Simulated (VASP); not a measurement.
Input of a VASP 6.6.1 run:

The input INCAR:

```
SYSTEM = Ni
PREC = Accurate
ENCUT = 520
EDIFF = 1E-6
ISMEAR = 0
SIGMA = 0.15
LREAL = .FALSE.
LASPH = .TRUE.
NELM = 150
ALGO = Normal
ISIF = 2
LWAVE = .FALSE.
LCHARG = .FALSE.
ISPIN = 2
MAGMOM = 0.81
LORBIT = 11
LMAXMIX = 4
GGA = PS
NBANDS = 15
```

File KPOINTS:

```
Automatic mesh
0
G
  22 22 22
  0 0 0
```

File POSCAR:

```
Ni
1.0
    0.0000000000      1.6353537500      1.6353537500
    1.7679500000     -0.1325962500      1.7679500000
    1.7679500000      1.7679500000     -0.1325962500
Ni
1
Direct
    0.0000000000      0.0000000000      0.0000000000
```

Potentials or basis: VASP PAW PBE potentials, release 64 (Ni).

The run is started by

```sh
$ cat potpaw_PBE.64/Ni/POTCAR > POTCAR
$ mpirun -np 1 vasp_std > vasp.out
```

Estimate the net moment.

0.62 μB per cell.

Estimate the site moments.

Ni +0.63 μB.

Stress tensor (GPa, compression positive):
```
-13.34   0.00   0.00
  0.00  -4.43  18.42
  0.00  18.42  -4.43
```

Caveat: the cell differs from its parent crystal (strain -0.1500 x Voigt [0, 0, 0, 1, 0, 0]); the cell stands under tension; the PAW data sets were made with another functional, which shifts forces and pressure a little.
